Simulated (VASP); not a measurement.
# Tc (Fm-3m) in VASP: single point with r2SCAN

Aim: the single point of Tc with r2SCAN.

All numbers are computed with VASP 6.6.1; they aren't measurements. Logs are shortened: lines on timing, memory, paths and dates and some standing lists are left out, and cuts for length are marked.

## Step 1: The cell of the first run

The structure is cubic, space group Fm-3m (No. 225). The conventional cell has a = 3.851 Å, b = 3.851 Å, c = 3.851 Å, α = 90.00°, β = 90.00°, γ = 90.00°. Tc (site symmetry m-3m) has 12 Tc at 2.72 Å within 3.6 Å.

This isn't the form of Tc at room conditions, which is hcp.

## Step 2: Single point, r2SCAN

File POSCAR:

```
Tc
1.0
    3.8505579162      0.0000000000      0.0000000000
    0.0000000000      3.8505579162      0.0000000000
    0.0000000000      0.0000000000      3.8505579162
Tc
4
Direct
    0.0000000000      0.0000000000      0.0000000000
    0.0000000000      0.5000000000      0.5000000000
    0.5000000000      0.0000000000      0.5000000000
    0.5000000000      0.5000000000      0.0000000000
```

File INCAR.step1:

```
SYSTEM = Tc
PREC = Accurate
ENCUT = 520
ISMEAR = 0
SIGMA = 0.1
LREAL = .False.
LASPH = .True.
NELM = 100
NBANDS = 34
GGA = PE
ALGO = Normal
EDIFF = 1E-4
LWAVE = .True.
LCHARG = .False.
```

File INCAR.step2:

```
SYSTEM = Tc
PREC = Accurate
ENCUT = 520
EDIFF = 1E-7
ISMEAR = 0
SIGMA = 0.1
LREAL = .False.
LASPH = .True.
NELM = 100
ALGO = Normal
ISIF = 2
LWAVE = .False.
LCHARG = .True.
METAGGA = R2SCAN
LMIXTAU = .True.
LELF = .True.
LVHAR = .True.
NBANDS = 34
ISTART = 1
```

File KPOINTS:

```
Automatic mesh
0
Gamma
  6 6 6
  0 0 0
```

Potentials or basis: VASP PAW PBE potentials, release 64 (Tc_pv).

Launch:

```sh
$ cat potpaw_PBE.64/Tc_pv/POTCAR > POTCAR
$ cp INCAR.step1 INCAR
$ mpirun -np 1 vasp_std > vasp.out
$ cp INCAR.step2 INCAR
$ mpirun -np 1 vasp_std > vasp.out
```

OUTCAR:

```text
SYSTEM = Tc
   PREC = Accurate
   ENCUT = 520
   EDIFF = 1E-7
   ISMEAR = 0
   LREAL = .False.
   LASPH = .True.
   NELM = 100
   ISIF = 2
   METAGGA = R2SCAN
   ISTART = 1

 ion  position               nearest neighbor table
   1  0.000  0.000  0.000-   2 2.72   3 2.72   4 2.72   2 2.72   3 2.72   2 2.72   4 2.72   2 2.72
                             3 2.72   4 2.72   3 2.72   4 2.72
   2  0.000  0.500  0.500-   1 2.72   3 2.72   4 2.72   1 2.72   4 2.72   1 2.72   3 2.72   1 2.72
                             3 2.72   4 2.72   4 2.72   3 2.72
   3  0.500  0.000  0.500-   1 2.72   2 2.72   4 2.72   1 2.72   4 2.72   2 2.72   4 2.72   4 2.72
                             1 2.72   2 2.72   1 2.72   2 2.72
   4  0.500  0.500  0.000-   1 2.72   2 2.72   3 2.72   2 2.72   3 2.72   1 2.72   3 2.72   3 2.72
                             1 2.72   2 2.72   2 2.72   1 2.72

  LATTYP: Found a simple cubic cell.
 ALAT       =     3.8505579162

  Lattice vectors:

 A1 = (   3.8505579162,   0.0000000000,   0.0000000000)
 A2 = (   0.0000000000,   3.8505579162,   0.0000000000)
 A3 = (   0.0000000000,   0.0000000000,   3.8505579162)

Analysis of symmetry for initial positions (statically):
=====================================================================
 Subroutine PRICEL returns following result:

  LATTYP: Found a face centered cubic cell.
 ALAT       =     3.8505579162

  Lattice vectors:

 A1 = (   1.9252789581,  -1.9252789581,   0.0000000000)
 A2 = (   1.9252789581,   0.0000000000,   1.9252789581)
 A3 = (   0.0000000000,  -1.9252789581,   1.9252789581)

   4 primitive cells build up your supercell.

 Routine SETGRP: Setting up the symmetry group for a
 simple cubic supercell.

 Subroutine GETGRP returns: Found 48 space group operations
 (whereof 48 operations were pure point group operations)
 out of a pool of 48 trial point group operations.

The static configuration has the point symmetry O_h .

Analysis of symmetry for dynamics (positions and initial velocities):
=====================================================================
 Subroutine PRICEL returns following result:

  LATTYP: Found a face centered cubic cell.
 ALAT       =     3.8505579162

  Lattice vectors:

 A1 = (   1.9252789581,  -1.9252789581,   0.0000000000)
 A2 = (   1.9252789581,   0.0000000000,   1.9252789581)
 A3 = (   0.0000000000,  -1.9252789581,   1.9252789581)

   4 primitive cells build up your supercell.

 Routine SETGRP: Setting up the symmetry group for a
 simple cubic supercell.

 Subroutine GETGRP returns: Found 48 space group operations
 (whereof 48 operations were pure point group operations)
 out of a pool of 48 trial point group operations.

The dynamic configuration has the point symmetry O_h .

 Subroutine INISYM returns: Found 48 space group operations
 (whereof 48 operations are pure point group operations),
 and found     4 'primitive' translations

----------------------------------------------------------------------------------------

                                     Primitive cell

  volume of cell :      14.2729

  direct lattice vectors                    reciprocal lattice vectors
     1.925278958 -1.925278958  0.000000000     0.259702625 -0.259702625 -0.259702625
     1.925278958  0.000000000  1.925278958     0.259702625  0.259702625  0.259702625
     0.000000000 -1.925278958  1.925278958    -0.259702625 -0.259702625  0.259702625

  length of vectors
     2.722755614  2.722755614  2.722755614     0.449818142  0.449818142  0.449818142

  position of ions in fractional coordinates (direct lattice)
     0.000000000  0.000000000  0.000000000

  ion indices of the primitive-cell ions
   primitive index   ion index
                 1           1

----------------------------------------------------------------------------------------

 KPOINTS: Automatic mesh

Automatic generation of k-mesh.
 Grid dimensions read from file:
 generate k-points for:    6    6    6

 Generating k-lattice:

  Cartesian coordinates                     Fractional coordinates (reciprocal lattice)
     0.043283771  0.000000000  0.000000000     0.166666667  0.000000000  0.000000000
     0.000000000  0.043283771  0.000000000     0.000000000  0.166666667  0.000000000
     0.000000000  0.000000000  0.043283771     0.000000000  0.000000000  0.166666667

  Length of vectors
     0.043283771  0.043283771  0.043283771

  Shift w.r.t. Gamma in fractional coordinates (k-lattice)
     0.000000000  0.000000000  0.000000000

 Subroutine IBZKPT returns following result:
 ===========================================

 Found     20 irreducible k-points:

 Following reciprocal coordinates:
            Coordinates               Weight
  0.000000  0.000000  0.000000      1.000000
  0.166667  0.000000  0.000000      6.000000
  0.333333  0.000000  0.000000      6.000000
  0.500000  0.000000  0.000000      3.000000
  0.166667  0.166667  0.000000     12.000000
  0.333333  0.166667  0.000000     24.000000
[... 12 lines left out ...]
  0.500000  0.500000  0.333333      6.000000
  0.500000  0.500000  0.500000      1.000000
   k-points           NKPTS =     20   k-points in BZ     NKDIM =     20   number of bands    NBANDS=     34
   number of dos      NEDOS =    301   number of ions     NIONS =      4
   total plane-waves  NPLWV =  27000
   dimension x,y,z NGX =    30 NGY =   30 NGZ =   30
   dimension x,y,z NGXF=    60 NGYF=   60 NGZF=   60
   ions per type =               4
   NGX,Y,Z   is equivalent  to a cutoff of  12.95, 12.95, 12.95 a.u.
   NGXF,Y,Z  is equivalent  to a cutoff of  25.90, 25.90, 25.90 a.u.
 SYSTEM =  Tc
   PREC   = accura    normal or accurate (medium, high low for compatibility)
   ISTART =      1    job   : 0-new  1-cont  2-samecut
   ICHARG =      0    charge: 1-file 2-atom 10-const
   ISPIN  =      1    spin polarized calculation?
   LNONCOLLINEAR =      F non collinear calculations
   LSORBIT =      F    spin-orbit coupling
   LASPH  =      T    aspherical Exc in radial PAW
   ENCUT  =  520.0 eV  38.22 Ry    6.18 a.u.   7.16  7.16  7.16*2*pi/ulx,y,z
   NELM   =    100;   NELMIN=  2; NELMDL=  0     # of ELM steps
   EDIFF  = 0.1E-06   stopping-criterion for ELM
   LREAL  =      F    real-space projection
   EDIFFG = 0.1E-05   stopping-criterion for IOM
   NSW    =      0    number of steps for IOM
   IBRION =     -1    ionic relax: 0-MD 1-quasi-New 2-CG
   NFREE  =      0    steps in history (QN), initial steepest desc. (CG)
   ISIF   =      2    stress and relaxation
   ISYM   =      2    0-nonsym 1-usesym 2-fastsym
   POTIM  = 0.5000    time-step for ionic-motion
   TEBEG  =    0.0;   TEEND  =   0.0 temperature during run
   PSTRESS=    0.0 pullay stress
   NELECT =      52.0000    total number of electrons
   NUPDOWN=      -1.0000    fix difference up-down
   EMIN   =  10.00;   EMAX   =-10.00  energy-range for DOS
   EFERMI =   0.00;   METHOD = LEGACY
   ISMEAR =     0;   SIGMA  =   0.10  broadening in eV -4-tet -1-fermi 0-gaus
   EFERMI_NEDOS =   21; number of points for ismear=-14 and -15
   IALGO  =     38    algorithm
   IMIX   =      4    mixing-type and parameters
     AMIX     =   0.40;   BMIX     =  1.00
     AMIX_MAG =   1.60;   BMIX_MAG =  1.00
  volume/ion in A,a.u.               =      14.27        96.32
  Fermi-wavevector in a.u.,A,eV,Ry     =   1.586910  2.998825 34.263323  2.518283
  Thomas-Fermi vector in A             =   2.686149
   LORBIT       =      0    0 simple, 1 ext, 2 COOP (PROOUT), +10 PAW based schemes
   METAGGA = R2SCAN    functional components
   LHFCALC =     F    Hartree Fock is set to
   AEXX    =    0.0000 exact exchange contribution
   IVDW    =     0    specifies the selected vdW correction
   LEPSILON=     F    determine dielectric tensor
   LRPA    =     F    only Hartree local field effects (RPA)
 non-spin polarized calculation
 Gauss-broadening in eV      SIGMA  =   0.10
  energy-cutoff  :      520.00
  volume of cell :       57.09
 maximum number of plane-waves:      1568
 NGX is ok and might be reduce to    30
   NGX = 15   NGY = 15   NGZ = 15

 number of electron      52.0000008 magnetization

 Free energy of the ion-electron system (eV)
  ---------------------------------------------------
  ext. energy  EPLUGINS =         0.00000000
  ---------------------------------------------------
  free energy    TOTEN  =      -103.60410925 eV

  energy without entropy =     -103.58235833  energy(sigma->0) =     -103.59323379

 E-fermi :  12.8372     XC(G=0): -15.1440

 val. band max:       12.8325775909   @ k =   0.5000   0.5000   0.3333
 cond. band min:      12.9388958489   @ k =   0.5000   0.3333   0.0000
 fundamental gap:      0.1063182581
 Fermi energy:        12.8371825518

 k-point     1 :       0.0000    0.0000    0.0000
  band No.  band energies     occupation
      1     -28.0836      2.00000
      2     -28.0836      2.00000
      3     -28.0836      2.00000
      4     -27.2786      2.00000
      5     -27.2786      2.00000
      6     -27.2786      2.00000
[... 26 lines left out ...]
     33      16.4101      0.00000
     34      16.8316      0.00000

 k-point     2 :       0.1667    0.0000    0.0000
  band No.  band energies     occupation
      1     -28.0321      2.00000
      2     -28.0321      2.00000
      3     -28.0051      2.00000
      4     -27.3351      2.00000
      5     -27.3351      2.00000
      6     -27.2842      2.00000
[... 26 lines left out ...]
     33      16.4116      0.00000
     34      16.4116      0.00000

 k-point     3 :       0.3333    0.0000    0.0000
  band No.  band energies     occupation
      1     -27.8898      2.00000
      2     -27.8898      2.00000
      3     -27.7851      2.00000
      4     -27.4876      2.00000
      5     -27.4876      2.00000
      6     -27.2957      2.00000
[... 26 lines left out ...]
     33      16.4148      0.00000
     34      16.4148      0.00000
[... 556 lines left out ...]
 k-point    19 :       0.5000    0.5000    0.3333
  band No.  band energies     occupation
      1     -28.1062      2.00000
      2     -28.1062      2.00000
      3     -28.1062      2.00000
      4     -28.1062      2.00000
      5     -27.0377      2.00000
      6     -27.0377      2.00000
[... 26 lines left out ...]
     33      16.9112      0.00000
     34      16.9112      0.00000

 k-point    20 :       0.5000    0.5000    0.5000
  band No.  band energies     occupation
      1     -28.1749      2.00000
      2     -28.1749      2.00000
      3     -28.1749      2.00000
      4     -28.1749      2.00000
      5     -26.9649      2.00000
      6     -26.9649      2.00000
[... 26 lines left out ...]
     33      15.8394      0.00000
     34      15.8394      0.00000

------------------------ aborting loop because EDIFF is reached ----------------------------------------

  FORCE on cell =-STRESS in cart. coord.  units (eV):
  Direction    XX          YY          ZZ          XY          YZ          ZX
  --------------------------------------------------------------------------------------
  -------------------------------------------------------------------------------------
  Total        0.1836543      0.1836543      0.1836543     -0.0000000     -0.0000000     -0.0000000
  in kB        5.1539558      5.1539558      5.1539558     -0.0000000     -0.0000000     -0.0000000
  external PRESSURE =       5.1539558 kB  Pullay stress =       0.0000000 kB

 VOLUME and BASIS-vectors are now :
 -----------------------------------------------------------------------------
  energy-cutoff  :      520.00
  volume of cell :       57.09
      direct lattice vectors                 reciprocal lattice vectors
     3.850557916  0.000000000  0.000000000     0.259702625  0.000000000  0.000000000
     0.000000000  3.850557916  0.000000000     0.000000000  0.259702625  0.000000000
     0.000000000  0.000000000  3.850557916     0.000000000  0.000000000  0.259702625

 POSITION                                       TOTAL-FORCE (eV/Angst)
 -----------------------------------------------------------------------------------
      0.00000      0.00000      0.00000        -0.000000      0.000000     -0.000000
      0.00000      1.92528      1.92528        -0.000000      0.000000      0.000000
      1.92528      0.00000      1.92528         0.000000     -0.000000      0.000000
      1.92528      1.92528      0.00000         0.000000     -0.000000     -0.000000
 -----------------------------------------------------------------------------------
    total drift:                                0.000000      0.000000     -0.000000

  FREE ENERGIE OF THE ION-ELECTRON SYSTEM (eV)
  ---------------------------------------------------
  free  energy   TOTEN  =      -103.6041092494 eV

  energy  without entropy=     -103.5823583321  energy(sigma->0) =     -103.59323379
```

Wall time 3.9 min (1 thread of Oxide Virtual Turin-like, shared host); peak memory 0.15 GiB.

Results:

```yaml
Free_energy: -103.6041 eV
Pressure: 0.5 GPa
Band_gap_on_the_k_mesh: zero (bands 26 and 27 overlap by 4.13 eV)
```

Caveat: the PAW data sets were made with another functional, which shifts forces and pressure a little.

The gap in the log of VASP goes by the Fermi energy; the results here count the filled bands.